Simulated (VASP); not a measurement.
Write the native input for VASP 6.6.1 that does the following.

```yaml
Task: relaxation of cell and atoms
Functional: PBEsol
Potentials_or_basis: VASP PAW PBE potentials, release 64 (Y_sv)
Cutoff: 600 eV
k_mesh: 4 × 4 × 2
Occupations: gaussian, width 0.1 eV
Spin: no spin polarisation
Dipole_correction: no
Further_INCAR_settings: ALGO = Fast; EDIFF = 1e-06; IBRION = 2; EDIFFG = -0.04; NSW = 90; ISIF = 3
```

The structure of Y lies in POSCAR:

```
Y
1.0
    3.4064735246     -2.2514184081      0.0000000000
    3.4064735246      2.2514184081      0.0000000000
    0.0000000000      0.0000000000      9.1840967804
Y
4
Direct
    0.8500000000      0.1500000000      0.1170000000
    0.6500000000      0.3500000000      0.6170000000
    0.1500000000      0.8500000000      0.8830000000
    0.3500000000      0.6500000000      0.3830000000
```

These files were run (other wordings do the same):

INCAR

```
SYSTEM = Y
ALGO = Fast ; EDIFF = 1E-6
EDIFFG = -0.04 ; ENCUT = 600
GGA = PS ; IBRION = 2
ISIF = 3 ; ISMEAR = 0
LASPH = .True. ; LCHARG = .False.
LREAL = .False. ; LWAVE = .False.
NELM = 100 ; NSW = 90
PREC = Accurate ; SIGMA = 0.1
```

KPOINTS

```
k-points
0
Gamma
  4 4 2
  0 0 0
```

Potentials or basis: VASP PAW PBE potentials, release 64 (Y_sv).

Launch:

```bash
$ cat potpaw_PBE.64/Y_sv/POTCAR > POTCAR
$ mpirun -np 1 vasp_std > vasp.out
```

Results of the run:

The relaxed volume is 30.88 Å³/atom. The relaxed cell is a = 3.442 Å, b = 3.442 Å, c = 10.425 Å, α = 90.00°, β = 90.00°, γ = 90.14°, the space group after relaxing (to 0.1 Å) is I4/mmm (No. 139) and the energy gained by relaxing is 912.9 meV/atom. The ionic steps are 16, the pressure after relaxing is 0.2 GPa and the band gap on the k mesh is zero (bands 22 and 23 overlap by 1.07 eV).

Caveat: the k points lie up to 0.46 Å⁻¹ apart in the final cell, too coarse for converged energies and pressures of a metal; a cell axis changed by over 15 % at a fixed basis, so the end point is rough; the PAW data sets were made with another functional, which shifts forces and pressure a little.

Wall time 32 min on 1 thread of Intel(R) Xeon(R) 6975P-C (Granite Rapids) (shared host), peak memory 0.39 GiB.
